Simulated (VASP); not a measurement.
# Ga4P4H (a cell with a defect) in VASP: further runs, part 2 of 3

VASP 6.6.1.

## 4. Single point, PBE, collinear spin (with an interstitial atom, then relaxed in part)

INCAR reads:

```
PREC     = Accurate       # precision mode
ENCUT    = 520            # plane-wave cutoff, eV
EDIFF    = 1E-6           # SCF threshold, eV
ISMEAR   = 0              # smearing method
SIGMA    = 0.01           # smearing width, eV
LREAL    = False          # projectors in reciprocal space
LASPH    = True           # aspherical terms in the spheres
NELM     = 150            # most SCF steps
ALGO     = Normal         # electronic algorithm
ISIF     = 2              # what is computed and relaxed
LWAVE    = False          # write WAVECAR
LCHARG   = True           # write CHGCAR
ISPIN    = 2              # spin polarisation
MAGMOM   = 0.125 0.125 0 0.125 0.125 0.125 0.125 0.125 0.125 # initial moments
LORBIT   = 11             # projections on sites
GGA      = PE             # functional
LELF     = True           # ELF
LVHAR    = True         
NBANDS   = 50             # bands
```

KPOINTS reads:

```
Automatic mesh
0
Gamma
  3 3 3
```

POSCAR reads:

```
Ga4P4H
1.0
    0.0000000000     -5.5051169748      0.0000000000
    0.0000000000      0.0000000000      5.5051169748
   -5.5051169748      0.0000000000      0.0000000000
Ga P H
4 4 1
Direct
    0.0000000000      0.5000000000      0.5000000000
    0.5000000000      0.5000000000      1.0000000000
    0.0000000000      0.0000000000      0.0000000000
    0.5000000000      0.0000000000      0.5000000000
    0.2519370447      0.2519370447      0.2519370447
    0.7480629553      0.2519370447      0.7480629553
    0.2519370447      0.7480629553      0.7480629553
    0.7480629553      0.7480629553      0.2519370447
    0.5000000000      0.5000000000      0.5000000000
```

Potentials or basis: VASP PAW PBE potentials, release 64 (Ga_d, P, H).

Run with:

```
cat potpaw_PBE.64/Ga_d/POTCAR potpaw_PBE.64/P/POTCAR potpaw_PBE.64/H/POTCAR > POTCAR
mpirun -np 1 vasp_std > vasp.out
```

OUTCAR:

```text
PREC = Accurate
   ENCUT = 520
   EDIFF = 1E-6
   ISMEAR = 0
   LREAL = False
   LASPH = True
   NELM = 150
   ISIF = 2
   ISPIN = 2
   LORBIT = 11
   GGA = PE

 ion  position               nearest neighbor table
   1  0.000  0.500  0.500-   5 2.38   6 2.38   7 2.38   8 2.38
   2  0.500  0.500  0.000-   5 2.38   6 2.38   7 2.38   8 2.38
   3  0.000  0.000  0.000-   5 2.40   6 2.40   7 2.40   8 2.40
   4  0.500  0.000  0.500-   5 2.38   6 2.38   7 2.38   8 2.38
   5  0.252  0.252  0.252-   1 2.38   2 2.38   4 2.38   3 2.40
   6  0.748  0.252  0.748-   1 2.38   2 2.38   4 2.38   3 2.40
   7  0.252  0.748  0.748-   1 2.38   2 2.38   4 2.38   3 2.40
   8  0.748  0.748  0.252-   1 2.38   2 2.38   4 2.38   3 2.40
   9  0.500  0.500  0.500-

  LATTYP: Found a simple cubic cell.
 ALAT       =     5.5051169748

  Lattice vectors:

 A1 = (   0.0000000000,  -5.5051169748,   0.0000000000)
 A2 = (   0.0000000000,   0.0000000000,   5.5051169748)
 A3 = (  -5.5051169748,   0.0000000000,   0.0000000000)

Analysis of symmetry for initial positions (statically):
=====================================================================
 Subroutine PRICEL returns:
 Original cell was already a primitive cell.

 Routine SETGRP: Setting up the symmetry group for a
 simple cubic supercell.

 Subroutine GETGRP returns: Found 24 space group operations
 (whereof 24 operations were pure point group operations)
 out of a pool of 48 trial point group operations.

The static configuration has the point symmetry T_d .

Analysis of symmetry for dynamics (positions and initial velocities):
=====================================================================
 Subroutine PRICEL returns:
 Original cell was already a primitive cell.

 Routine SETGRP: Setting up the symmetry group for a
 simple cubic supercell.

 Subroutine GETGRP returns: Found 24 space group operations
 (whereof 24 operations were pure point group operations)
 out of a pool of 48 trial point group operations.

The dynamic configuration has the point symmetry T_d .

Analysis of structural, dynamic, and magnetic symmetry:
=====================================================================
 Subroutine PRICEL returns:
 Original cell was already a primitive cell.

 Routine SETGRP: Setting up the symmetry group for a
 simple cubic supercell.

 Subroutine GETGRP returns: Found 24 space group operations
 (whereof 24 operations were pure point group operations)
 out of a pool of 48 trial point group operations.

The overall configuration has the point symmetry T_d .

 Subroutine INISYM returns: Found 24 space group operations
 (whereof 24 operations are pure point group operations),
 and found     1 'primitive' translations

----------------------------------------------------------------------------------------

                                     Primitive cell

  volume of cell :     166.8398

  direct lattice vectors                    reciprocal lattice vectors
     0.000000000 -5.505116975  0.000000000     0.000000000 -0.181649183  0.000000000
     0.000000000  0.000000000  5.505116975     0.000000000  0.000000000  0.181649183
    -5.505116975  0.000000000  0.000000000    -0.181649183  0.000000000  0.000000000

  length of vectors
[... 91 lines left out ...]
   EFERMI_NEDOS =   21; number of points for ismear=-14 and -15
   IALGO  =     38    algorithm
   IMIX   =      4    mixing-type and parameters
     AMIX     =   0.40;   BMIX     =  1.00
     AMIX_MAG =   1.60;   BMIX_MAG =  1.00
  volume/ion in A,a.u.               =      18.54       125.10
  Fermi-wavevector in a.u.,A,eV,Ry     =   1.242842  2.348631 21.016322  1.544656
  Thomas-Fermi vector in A             =   2.377179
   LORBIT       =     11    0 simple, 1 ext, 2 COOP (PROOUT), +10 PAW based schemes
   GGA     = PE    functional components
   LHFCALC =     F    Hartree Fock is set to
   AEXX    =    0.0000 exact exchange contribution
   IVDW    =     0    specifies the selected vdW correction
   LEPSILON=     F    determine dielectric tensor
   LRPA    =     F    only Hartree local field effects (RPA)
 spin polarized calculation
 Gauss-broadening in eV      SIGMA  =   0.01
  energy-cutoff  :      520.00
  volume of cell :      166.84
 maximum number of plane-waves:      4500
 NGX is ok and might be reduce to    42
   NGX = 21   NGY = 21   NGZ = 21

 number of electron      72.9999962 magnetization       0.1110811

 Free energy of the ion-electron system (eV)
  ---------------------------------------------------
  ext. energy  EPLUGINS =         0.00000000
  ---------------------------------------------------
  free energy    TOTEN  =       -37.70328391 eV

  energy without entropy =      -37.70248944  energy(sigma->0) =      -37.70288667

 E-fermi :   4.6700     XC(G=0):  -9.8343

 val. band max:        4.6677345164   @ k =   0.3333   0.3333   0.3333
 cond. band min:       5.0829121965   @ k =   0.3333   0.3333   0.0000
 fundamental gap:      0.4151776801
 Fermi energy:         4.6699876370

 spin component 1

 k-point     1 :       0.0000    0.0000    0.0000
  band No.  band energies     occupation
      1     -10.1566      1.00000
      2     -10.1566      1.00000
      3     -10.1566      1.00000
      4     -10.0460      1.00000
      5     -10.0460      1.00000
      6     -10.0460      1.00000
[... 193 lines left out ...]
     47      10.1801      0.00000
     48      10.1801      0.00000
 Fermi energy:         4.6699876370

 spin component 2

 k-point     1 :       0.0000    0.0000    0.0000
  band No.  band energies     occupation
      1     -10.1555      1.00000
      2     -10.1555      1.00000
      3     -10.1555      1.00000
      4     -10.0450      1.00000
      5     -10.0450      1.00000
      6     -10.0450      1.00000
[... 193 lines left out ...]
     47      10.1891      0.00000
     48      10.1891      0.00000
 [bands above 48 left out]

------------------------ aborting loop because EDIFF is reached ----------------------------------------

  FORCE on cell =-STRESS in cart. coord.  units (eV):
  Direction    XX          YY          ZZ          XY          YZ          ZX
  --------------------------------------------------------------------------------------
  -------------------------------------------------------------------------------------
  Total        0.8743416      0.8743416      0.8743416     -0.0000000     -0.0000000     -0.0000000
  in kB        8.3963801      8.3963801      8.3963801     -0.0000000     -0.0000000     -0.0000000
  external PRESSURE =       8.3963801 kB  Pullay stress =       0.0000000 kB

 VOLUME and BASIS-vectors are now :
 -----------------------------------------------------------------------------
  energy-cutoff  :      520.00
  volume of cell :      166.84
      direct lattice vectors                 reciprocal lattice vectors
     0.000000000 -5.505116975  0.000000000     0.000000000 -0.181649183  0.000000000
     0.000000000  0.000000000  5.505116975     0.000000000  0.000000000  0.181649183
    -5.505116975  0.000000000  0.000000000    -0.181649183  0.000000000  0.000000000

 POSITION                                       TOTAL-FORCE (eV/Angst)
 -----------------------------------------------------------------------------------
     -2.75256      0.00000      2.75256         0.000000     -0.000000     -0.000000
      0.00000     -2.75256      2.75256         0.000000      0.000000     -0.000000
      0.00000      0.00000      0.00000         0.000000      0.000000     -0.000000
     -2.75256     -2.75256      0.00000         0.000000     -0.000000     -0.000000
     -1.38694     -1.38694      1.38694        -0.001272     -0.001272      0.001272
     -4.11817     -4.11817      1.38694         0.001272      0.001272      0.001272
     -4.11817     -1.38694      4.11817         0.001272     -0.001272     -0.001272
     -1.38694     -4.11817      4.11817        -0.001272      0.001272     -0.001272
     -2.75256     -2.75256      2.75256         0.000000      0.000000     -0.000000
 -----------------------------------------------------------------------------------
    total drift:                                0.000000      0.000000     -0.000000

  FREE ENERGIE OF THE ION-ELECTRON SYSTEM (eV)
  ---------------------------------------------------
  free  energy   TOTEN  =       -37.7032839062 eV

  energy  without entropy=      -37.7024894424  energy(sigma->0) =      -37.70288667

 total charge

# of ion       s       p       d       tot
------------------------------------------
    1        0.873   0.804  10.012  11.689
    2        0.873   0.804  10.012  11.689
    3        0.888   0.792   9.997  11.677
    4        0.873   0.804  10.012  11.689
    5        1.029   1.488   0.000   2.517
    6        1.029   1.488   0.000   2.517
    7        1.029   1.488   0.000   2.517
    8        1.029   1.488   0.000   2.517
    9        0.406   0.008   0.000   0.414
--------------------------------------------------
tot          8.029   9.164  40.034  57.227

 magnetization (x)

# of ion       s       p       d       tot
------------------------------------------
    1        0.001   0.000   0.000   0.002
    2        0.001   0.000   0.000   0.002
    3        0.004   0.009   0.000   0.013
    4        0.001   0.000   0.000   0.002
    5        0.002   0.002   0.000   0.003
    6        0.002   0.002   0.000   0.003
    7        0.002   0.002   0.000   0.003
    8        0.002   0.002   0.000   0.003
    9        0.027   0.000   0.000   0.027
--------------------------------------------------
tot          0.042   0.017   0.001   0.060
```

Run time: 64 s. Hardware: 1 thread of Intel Xeon Platinum 8488C (Sapphire Rapids), shared host; peak memory 0.32 GiB.

What came out:

* Free energy: -37.7033 eV
* Pressure: 0.8 GPa
* Net moment: 0.11 μB per cell
* Site moments: Ga +0.00, +0.01 (each value once); P +0.00; H +0.03 μB
* Valence electrons inside the program's atomic spheres: Ga 11.69, 11.68 (each value once); P 2.52; H 0.41

Forces in eV/Å, atoms in the order of the input:
```
Ga   0.000  0.000  0.000
Ga   0.000  0.000  0.000
Ga   0.000  0.000  0.000
Ga   0.000  0.000  0.000
P   -0.001 -0.001  0.001
P    0.001  0.001  0.001
P    0.001 -0.001 -0.001
P   -0.001  0.001 -0.001
H    0.000  0.000  0.000
```

Levels at points of the mesh, in eV from the Fermi level:
Spin up:
```
           k point  band 33  band 34  band 35  band 36  band 37  band 38  band 39  band 40  band 41  band 42
(0.00, 0.00, 0.00)    -2.83    -2.09    -0.26    -0.26    -0.26     1.34     1.44     1.44     1.44     1.66
```
Spin down:
```
           k point  band 35  band 36  band 37  band 38  band 39  band 40
(0.00, 0.00, 0.00)    -0.25    -0.25    -0.25     1.35     1.45     1.45
```

Caveat: the k points lie up to 0.38 Å⁻¹ apart; the cell differs from its parent crystal (with an interstitial atom, then relaxed in part).

## 5. Relaxation of the atoms, PBE (with an interstitial atom)

INCAR reads:

```
PREC = Accurate
ENCUT = 520
EDIFF = 1E-7
ISMEAR = 0
SIGMA = 0.01
LREAL = F
LASPH = T
NELM = 100
ALGO = Normal
ISIF = 2
LWAVE = F
LCHARG = F
GGA = PE
IBRION = 2
NSW = 65
EDIFFG = -0.025
NELECT = 72.0
```

KPOINTS is that of step 4.

POSCAR is that of step 4.

Run with:

```
cat potpaw_PBE.64/Ga_d/POTCAR potpaw_PBE.64/P/POTCAR potpaw_PBE.64/H/POTCAR > POTCAR
mpirun -np 1 vasp_std > vasp.out
```

It took 60 s on 1 thread of Intel Xeon Platinum 8488C (Sapphire Rapids), shared host; peak memory 0.26 GiB.

The run converged. Its results:

```yaml
Free_energy: -42.0568 eV
Energy_gained_by_relaxing: 0.9 meV/atom
Ionic_steps: 3
```

Forces in eV/Å, atoms in the order of the input:
```
Ga   0.000  0.000  0.000
Ga   0.000  0.000  0.000
Ga   0.000  0.000  0.000
Ga   0.000  0.000  0.000
P   -0.001 -0.001  0.001
P    0.001  0.001  0.001
P    0.001 -0.001 -0.001
P   -0.001  0.001 -0.001
H    0.000  0.000  0.000
```

Step by step:
```tsv
step	energy change (eV)	largest force (eV/Å)	pressure (GPa)
1	0.0000	0.2220	-8.44
2	-0.0068	0.0953	-8.39
3	-0.0084	0.0022	-8.34
```

Final structure:
```
Ga P H
1.0
     0.00000   -5.50512    0.00000
     0.00000    0.00000    5.50512
    -5.50512    0.00000    0.00000
Ga P H
4 4 1
Direct
  0.00000 0.50000 0.50000
  0.50000 0.50000 0.00000
  0.00000 0.00000 0.00000
  0.50000 0.00000 0.50000
  0.25390 0.25390 0.25390
  0.74610 0.25390 0.74610
  0.25390 0.74610 0.74610
  0.74610 0.74610 0.25390
  0.50000 0.50000 0.50000
```

Levels at points of the mesh, in eV from the Fermi level:
```tsv
k point	band 32	band 33	band 34	band 35	band 36	band 37	band 38	band 39	band 40	band 41
(0.00, 0.00, 0.00)	-2.06	-2.06	-1.83	0.43	0.43	0.43	2.08	2.29	2.29	2.29
```

Caveat: the k points lie up to 0.38 Å⁻¹ apart; the cell carries a net charge on a neutralising background, which shifts energy and pressure; the cell differs from its parent crystal (with an interstitial atom); the cell is charged against a uniform background, so pressure and absolute levels hang on convention.

(Part 2 of 3 ends here.)
